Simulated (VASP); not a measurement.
Set up this calculation in VASP 6.6.1, as the native input.

```yaml
Task: single point
Functional: PBE
Potentials_or_basis: VASP PAW PBE potentials, release 64 (La, Ir)
Cutoff: 520 eV
k_mesh: 6 × 6 × 4
Occupations: gaussian, width 0.1 eV
Spin: no spin polarisation
Dipole_correction: no
Further_INCAR_settings: ALGO = Normal; EDIFF = 1e-07; NBANDS = 22
```

The structure of La2Ir lies in POSCAR:

```
La2Ir
1.0
    3.6597119200      0.0000000000      0.0000000000
   -1.8298559600      3.1694034900      0.0000000000
    0.0000000000      0.0000000000      6.3817105000
La Ir
2 1
Direct
    0.3333333300      0.6666666700      0.2271585000
    0.6666666700      0.3333333300      0.7728415000
    0.0000000000      0.0000000000      0.0000000000
```

The cell was generated, and may not be a known phase.

One way to write it, as run:

INCAR

```
  PREC = Accurate
  ENCUT = 520
  EDIFF = 1E-7
  ISMEAR = 0
  SIGMA = 0.1
  LREAL = False
  LASPH = True
  NELM = 80
  ALGO = Normal
  ISIF = 2
  LWAVE = False
  LCHARG = False
  GGA = PE
  NBANDS = 22
```

KPOINTS

```
Automatic mesh
0
Gamma
  6 6 4
```

Potentials or basis: VASP PAW PBE potentials, release 64 (La, Ir).

Launch:

```sh
$ cat potpaw_PBE.64/La/POTCAR potpaw_PBE.64/Ir/POTCAR > POTCAR
$ mpirun -np 1 vasp_std > vasp.out
```

It gave:

```
Pressure               : 42.0 GPa
Largest force          : 5.298 eV/Å
Band gap on the k mesh : zero (an odd number of electrons rules out a gap without spin polarisation)
```

Caveat: the stress differs along the axes, from 36 to 45 GPa; spin-orbit coupling is left out, which moves the levels of the heavy elements; forces of over 1 eV/Å act on the atoms, so gaps and moduli don't describe the material at rest.

Wall time 51 s on 1 thread of Intel(R) Xeon(R) 6975P-C (Granite Rapids) (shared host), peak memory 0.21 GiB.
